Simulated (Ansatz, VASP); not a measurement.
**ReBi: VASP beside Ansatz**

Contents of INCAR:

```
SYSTEM = ReBi
ALGO     = Normal         ! electronic algorithm
EDIFF    = 1E-6           ! SCF threshold, eV
ENCUT    = 520            ! plane-wave cutoff, eV
GGA      = PE             ! functional
ISIF     = 2              ! what is computed and relaxed
ISMEAR   = 0              ! smearing method
LASPH    = .True.         ! aspherical terms in the spheres
LCHARG   = .False.        ! write CHGCAR
LREAL    = .False.        ! projectors in reciprocal space
LWAVE    = .False.        ! write WAVECAR
NBANDS   = 18             ! bands
NELM     = 60             ! most SCF steps
PREC     = Accurate       ! precision mode
SIGMA    = 0.05           ! smearing width, eV
```

The input KPOINTS:

```
k-points
0
Gamma
  10 10 10
  0 0 0
```

Contents of POSCAR:

```
ReBi
1.0
    0.0000000000      3.1132974295      3.1132974295
    3.1132974295      0.0000000000      3.1132974295
    3.1132974295      3.1132974295      0.0000000000
Re Bi
1 1
Direct
    0.0000000000      0.0000000000      0.0000000000
    0.2500000000      0.2500000000      0.2500000000
```

Input for Ansatz:

```yaml
crystal:
  lattice:
    - [0.0, 3.1132974295, 3.1132974295]
    - [3.1132974295, 0.0, 3.1132974295]
    - [3.1132974295, 3.1132974295, 0.0]
  atoms:
    - { symbol: Re, position: [0.0, 0.0, 0.0] }
    - { symbol: Bi, position: [0.25, 0.25, 0.25] }
basis:
  ecutwfc: 420
  ecutrho_ratio: 4
kpoints:
  mp_grid: { grid: [10, 10, 10] }
hamiltonian:
  xc: pbe
scf:
  occupations: { method: gaussian, width: 0.05 }
output:
  forces: true
  stress: true
  eigenvalues: true
```

Alike in both runs: task single point; functional PBE; k mesh 10 × 10 × 10; occupations gaussian, width 0.05 eV; no spin polarisation.

|  | VASP | Ansatz |
| --- | --- | --- |
| version | VASP 6.6.1 | Ansatz 0.2.0 |
| potentials or method | VASP PAW PBE potentials, release 64 (Re, Bi_d), cutoff 520 eV | scalar-relativistic, plane waves, PAW |
| valence electrons in the cell | 22 | 30 |

|  | VASP | Ansatz | Ansatz less VASP |
| --- | --- | --- | --- |
| gap on the k mesh at the Fermi level (eV) | none | none | - |
| pressure (GPa) | -0.3 | -0.3 | +0.01 |

A gap of «none» marks a metal or a gap that the smearing closes. VASP's potentials hold 22 valence electrons a cell and Ansatz's 30, so a difference there can come from the potentials and not from the codes.

Spin-orbit coupling is off throughout.
